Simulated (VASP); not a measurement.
# CdS (F-43m) in VASP: further runs, part 2 of 2

VASP 6.6.1. Earlier steps stand in the parts before.

**4. Phonons, r2SCAN**

This run uses another cell than the first one, of 25.39 Å³/atom.

INCAR reads:

```
ALGO = Normal
EDIFF = 1E-8
ENCUT = 520
IBRION = 6
ISIF = 2
ISMEAR = 0
LASPH = T
LCHARG = F
LMIXTAU = T
LREAL = F
LWAVE = F
METAGGA = R2SCAN
NBANDS = 16
NELM = 100
NFREE = 2
NSW = 1
POTIM = 0.015
PREC = Accurate
SIGMA = 0.01
```

KPOINTS reads:

```
k-points
0
Gamma
  8 8 8
```

POSCAR reads:

```
CdS
1.0
    2.9392742335      2.9392742335      0.0000000000
   -2.9392742335      2.9392742335      0.0000000000
    0.0000000000      2.9392742335      2.9392742335
Cd S
1 1
Direct
    0.0000000000      0.0000000000      0.0000000000
    0.7500000000      0.2500000000      0.5000000000
```

Potentials or basis: VASP PAW PBE potentials, release 64 (Cd, S).

Run with:

```bash
$ cat potpaw_PBE.64/Cd/POTCAR potpaw_PBE.64/S/POTCAR > POTCAR
$ mpirun -np 1 vasp_std > vasp.out
```

OUTCAR:

```text
EDIFF = 1E-8
   ENCUT = 520
   IBRION = 6
   ISIF = 2
   ISMEAR = 0
   LASPH = T
   LREAL = F
   METAGGA = R2SCAN
   NELM = 100
   NFREE = 2
   NSW = 1
   POTIM = 0.015
   PREC = Accurate

 ion  position               nearest neighbor table
   1  0.000  0.000  0.000-   2 2.55   2 2.55   2 2.55   2 2.55
   2  0.750  0.250  0.500-   1 2.55   1 2.55   1 2.55   1 2.55

  LATTYP: Found a face centered cubic cell.
 ALAT       =     5.8785484670

  Lattice vectors:

 A1 = (   0.0000000000,   2.9392742335,   2.9392742335)
 A2 = (   2.9392742335,   0.0000000000,   2.9392742335)
 A3 = (   2.9392742335,   2.9392742335,   0.0000000000)

Analysis of symmetry for initial positions (statically):
=====================================================================
 Subroutine PRICEL returns:
 Original cell was already a primitive cell.

 Routine SETGRP: Setting up the symmetry group for a
 face centered cubic supercell.

 Subroutine GETGRP returns: Found 24 space group operations
 (whereof 24 operations were pure point group operations)
 out of a pool of 48 trial point group operations.

The static configuration has the point symmetry T_d .

Analysis of symmetry for dynamics (positions and initial velocities):
=====================================================================
 Subroutine PRICEL returns:
 Original cell was already a primitive cell.

 Routine SETGRP: Setting up the symmetry group for a
 face centered cubic supercell.

 Subroutine GETGRP returns: Found 24 space group operations
 (whereof 24 operations were pure point group operations)
 out of a pool of 48 trial point group operations.

The dynamic configuration has the point symmetry T_d .

 Subroutine INISYM returns: Found 24 space group operations
 (whereof 24 operations are pure point group operations),
 and found     1 'primitive' translations

----------------------------------------------------------------------------------------

                                     Primitive cell

  volume of cell :      50.7867

  direct lattice vectors                    reciprocal lattice vectors
     2.939274233  2.939274233  0.000000000     0.170110020  0.170110020 -0.170110020
    -2.939274233  2.939274233  0.000000000    -0.170110020  0.170110020 -0.170110020
     0.000000000  2.939274233  2.939274233     0.000000000  0.000000000  0.340220041

  length of vectors
     4.156761485  4.156761485  4.156761485     0.294639198  0.294639198  0.340220041

  position of ions in fractional coordinates (direct lattice)
     0.000000000  0.000000000  0.000000000
     0.750000000  0.250000000  0.500000000

  ion indices of the primitive-cell ions
   primitive index   ion index
                 1           1
                 2           2

[... 101 lines left out ...]
   LRPA    =     F    only Hartree local field effects (RPA)
 finite differences with symmetry
 non-spin polarized calculation
 Gauss-broadening in eV      SIGMA  =   0.01
  energy-cutoff  :      520.00
  volume of cell :       50.79
 maximum number of plane-waves:      1384
   NGX = 15   NGY = 15   NGZ = 15

--------------------------------------- Ionic step        1  -------------------------------------------

 number of electron      18.0000005 magnetization

 Free energy of the ion-electron system (eV)
  ---------------------------------------------------
  ext. energy  EPLUGINS =         0.00000000
  ---------------------------------------------------
  free energy    TOTEN  =       -29.68596431 eV

  energy without entropy =      -29.68596431  energy(sigma->0) =      -29.68596431

------------------------ aborting loop because EDIFF is reached ----------------------------------------

  FORCE on cell =-STRESS in cart. coord.  units (eV):
  Direction    XX          YY          ZZ          XY          YZ          ZX
  --------------------------------------------------------------------------------------
  -------------------------------------------------------------------------------------
  Total        0.0892355      0.0892355      0.0892355      0.0000000     -0.0000000      0.0000000
  in kB        2.8151265      2.8151265      2.8151265      0.0000000     -0.0000000      0.0000000
  external PRESSURE =       2.8151265 kB  Pullay stress =       0.0000000 kB
[... 131 lines left out ...]
--------------------------------------- Ionic step        5  -------------------------------------------

 number of electron      18.0000006 magnetization

 Free energy of the ion-electron system (eV)
  ---------------------------------------------------
  ext. energy  EPLUGINS =         0.00000000
  ---------------------------------------------------
  free energy    TOTEN  =       -29.68541515 eV

  energy without entropy =      -29.68541515  energy(sigma->0) =      -29.68541515

 E-fermi :   0.9462     XC(G=0):  -9.6187

 val. band max:        0.8562219573   @ k =   0.0000   0.0000   0.0000
 cond. band min:       2.3902997289   @ k =   0.0000   0.0000   0.0000
 fundamental gap:      1.5340777716
 Fermi energy:         0.9462408515

 k-point     1 :       0.0000    0.0000    0.0000
  band No.  band energies     occupation
      1     -11.8792      2.00000
      2      -7.0442      2.00000
      3      -7.0339      2.00000
      4      -7.0238      2.00000
      5      -6.5536      2.00000
      6      -6.5535      2.00000
[... 433 lines left out ...]
      3      -6.8267      2.00000
      4      -6.5779      2.00000
      5      -6.5281      2.00000
      6      -6.0799      2.00000
[... 8 lines left out ...]
     15      13.6621      0.00000
     16      14.6224      0.00000

 [... further k-points ...]

------------------------ aborting loop because EDIFF is reached ----------------------------------------

  FORCE on cell =-STRESS in cart. coord.  units (eV):
  Direction    XX          YY          ZZ          XY          YZ          ZX
  --------------------------------------------------------------------------------------
  -------------------------------------------------------------------------------------
  Total        0.0893990      0.0916137      0.0916137      0.0000000     -0.0966923      0.0000000
  in kB        2.8202840      2.8901517      2.8901517      0.0000000     -3.0503689      0.0000000
  external PRESSURE =       2.8668624 kB  Pullay stress =       0.0000000 kB
[... 17 lines left out ...]
  FREE ENERGIE OF THE ION-ELECTRON SYSTEM (eV)
  ---------------------------------------------------
  free  energy   TOTEN  =       -29.6854151508 eV

  energy  without entropy=      -29.6854151508  energy(sigma->0) =      -29.68541515

 INTERNAL STRAIN TENSORS FROM DISPLACED ATOMS
 ============================================

 INTERNAL STRAIN TENSOR FOR ION    1 for displacements in x,y,z  (eV/Angst):
          X           Y           Z          XY          YZ          ZX
  --------------------------------------------------------------------------------
  x    -0.00000     0.00000     0.00000    -0.00000    -6.46755    -0.00000
  y     0.00000    -0.00000     0.00000    -0.00000    -0.00000    -6.46755
  z     0.00000     0.00000    -0.00000    -6.46755    -0.00000     0.00000

 INTERNAL STRAIN TENSOR FOR ION    2 for displacements in x,y,z  (eV/Angst):
          X           Y           Z          XY          YZ          ZX
  --------------------------------------------------------------------------------
  x    -0.00000     0.00000     0.00000     0.00000     6.44987     0.00000
  y     0.00000    -0.00000     0.00000     0.00000    -0.00000     6.44987
  z     0.00000     0.00000    -0.00000     6.44987     0.00000     0.00000

 Eigenvectors and eigenvalues of the dynamical matrix
 ----------------------------------------------------

   1 f  =    6.908825 THz    43.409428 2PiTHz  230.453600 cm-1    28.572592 meV
             X         Y         Z           dx          dy          dz
      0.000000  0.000000  0.000000     0.472677    0.000000    0.000000
      1.469637  4.408911  1.469637    -0.881236   -0.000000    0.000000
[... 21 lines left out ...]
   6 f/i=    0.012270 THz     0.077097 2PiTHz    0.409297 cm-1     0.050746 meV
             X         Y         Z           dx          dy          dz
      0.000000  0.000000  0.000000     0.000000   -0.000000   -0.881236
      1.469637  4.408911  1.469637    -0.000000    0.000000   -0.472677

 ELASTIC MODULI CONTR FROM IONIC RELAXATION (kBar)
 Direction    XX          YY          ZZ          XY          YZ          ZX
 --------------------------------------------------------------------------------
 XX          -0.0000      0.0000      0.0000     -0.0000      0.0000     -0.0000
 YY           0.0000     -0.0000     -0.0000     -0.0000     -0.0000     -0.0000
 ZZ           0.0000     -0.0000     -0.0000     -0.0000     -0.0000     -0.0000
 XY          -0.0000     -0.0000     -0.0000   -269.4381     -0.0000     -0.0000
 YZ           0.0000     -0.0000     -0.0000     -0.0000   -269.4381      0.0000
 ZX          -0.0000     -0.0000     -0.0000     -0.0000      0.0000   -269.4381
 --------------------------------------------------------------------------------
```

stdout:

```text
POSCAR found type information on POSCAR CdS
 POSCAR found :  2 types and       2 ions
 scaLAPACK will be used
 -----------------------------------------------------------------------------
|                                                                             |
|                                                                             |
|     You enforced a specific xc type in the INCAR file but a different       |
|     I HOPE YOU KNOW WHAT YOU ARE DOING!                                     |
|                                                                             |
 -----------------------------------------------------------------------------

 LDA part: xc-table for (None), standard interpolation
 POSCAR, INCAR and KPOINTS ok, starting setup
 FFT: planning ... GRIDC
 FFT: planning ... GRID_SOFT
 FFT: planning ... GRID
 WAVECAR not read
 entering main loop
 Found     2 degrees of freedom:
 Finite differences POTIM= 0.01500 DOF=   2
 bond charge predicted
 Finite differences progress:
 bond charge predicted
 Finite differences progress:
 bond charge predicted
 Finite differences progress:
 bond charge predicted
 Finite differences progress:
```

Wall time 10 min (1 thread of Intel Xeon Platinum 8488C (Sapphire Rapids), shared host); peak memory 0.28 GiB.

Results:

- Highest phonon frequency at Γ, LO-TO splitting left out: 230 cm⁻¹

Phonon frequencies in cm⁻¹ (negative: imaginary):
| q point | frequencies |
| --- | --- |
| (0.000, 0.000, 0.000) | 0 0 0 230 230 230 |

Caveat: the PAW data sets were made with another functional, which shifts forces and pressure a little.
